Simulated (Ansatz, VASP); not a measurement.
**Sb: VASP beside Ansatz**

File INCAR:

```
SYSTEM = Sb
AGGAC = 1.0
AGGAX = 1.0
ALDAC = 0.0
ALDAX = 1.0
ALGO = Normal
DIPOL = 0.5 0.5 0.500
EDIFF = 1E-6
ENCUT = 520
GGA = B5
IDIPOL = 3
ISIF = 2
ISMEAR = -1
LASPH = .True.
LCHARG = .True.
LDIPOL = .True.
LELF = .True.
LREAL = .False.
LVACPOTAV = .True.
LVHAR = .True.
LWAVE = .False.
NBANDS = 24
NELM = 80
PREC = Accurate
SIGMA = 0.05
```

File KPOINTS:

```
k-points
0
Gamma
  9 9 1
  0 0 0
```

Contents of POSCAR:

```
Sb
1.0
    3.3690001795      0.0000000000      0.0000000000
   -1.6845000897      2.9176397408      0.0000000000
    0.0000000000      0.0000000000     28.3250000000
Sb
6
Direct
    0.6666666667      0.3333333334      0.2647837599
    0.3333333333      0.6666666666      0.3588702560
    0.6666666667      0.3333333334      0.4529567520
    0.3333333333      0.6666666666      0.5470432480
    0.6666666667      0.3333333334      0.6411297440
    0.3333333333      0.6666666666      0.7352162401
```

File input.yaml:

```yaml
crystal:
  lattice:
    - [3.3690001795, 0.0, 0.0]
    - [-1.6845000897, 2.9176397408, 0.0]
    - [0.0, 0.0, 28.325]
  atoms:
    - { symbol: Sb, position: [0.6666666667, 0.3333333334, 0.2647837599] }
    - { symbol: Sb, position: [0.3333333333, 0.6666666666, 0.358870256] }
    - { symbol: Sb, position: [0.6666666667, 0.3333333334, 0.452956752] }
    - { symbol: Sb, position: [0.3333333333, 0.6666666666, 0.547043248] }
    - { symbol: Sb, position: [0.6666666667, 0.3333333334, 0.641129744] }
    - { symbol: Sb, position: [0.3333333333, 0.6666666666, 0.7352162401] }
hamiltonian:
  xc: blyp
  pseudopotentials: { kind: paw }
kpoints:
  mp_grid: { grid: [9, 9, 1] }
scf:
  occupations: { method: fermi_dirac, width: 0.05 }
  n_extra_bands: 15
output:
  forces: true
  eigenvalues: true
  dos: { projected: true, de: 0.05, nscf_kmesh: { grid: [14, 14, 1] } }
  write_density: true
  write_potential: true
  elf: true
  volumetric_format: npy
efield:
  axis: 3
  dipole_correction: true
  ramp_width: 0.04
```

Alike in both runs: functional BLYP; k mesh 9 × 9 × 1; occupations fermi-dirac, width 0.05 eV; no spin polarisation.

|  | VASP | Ansatz |
| --- | --- | --- |
| version | VASP 6.6.1 | Ansatz 0.2.0 |
| potentials or method | VASP PAW PBE potentials, release 64 (Sb) | Ansatz PAW |
| plane-wave cutoff (eV) | 520 | 420 |
| valence electrons in the cell | 30 | 90 |
| task | single point | projected density of states |

|  | VASP | Ansatz | Ansatz less VASP |
| --- | --- | --- | --- |
| gap on the k mesh at the Fermi level (eV) | none | none | - |
| rms of the force components (eV/Å) | 0.134 | 0.131 | -0.0032 |
| work function, face that differs most (eV) | 3.97 | 3.99 | +0.017 |

VASP's potentials were made for PBE, not for BLYP. Atom by atom the forces differ by 0.005 eV/Å (rms over components). A gap of «none» marks a metal or a gap that the smearing closes. The functional is the same, so the differences come from potentials, cutoffs and numerics. VASP's potentials hold 30 valence electrons a cell and Ansatz's 90, so a difference there can come from the potentials and not from the codes.

Spin-orbit coupling is off throughout.
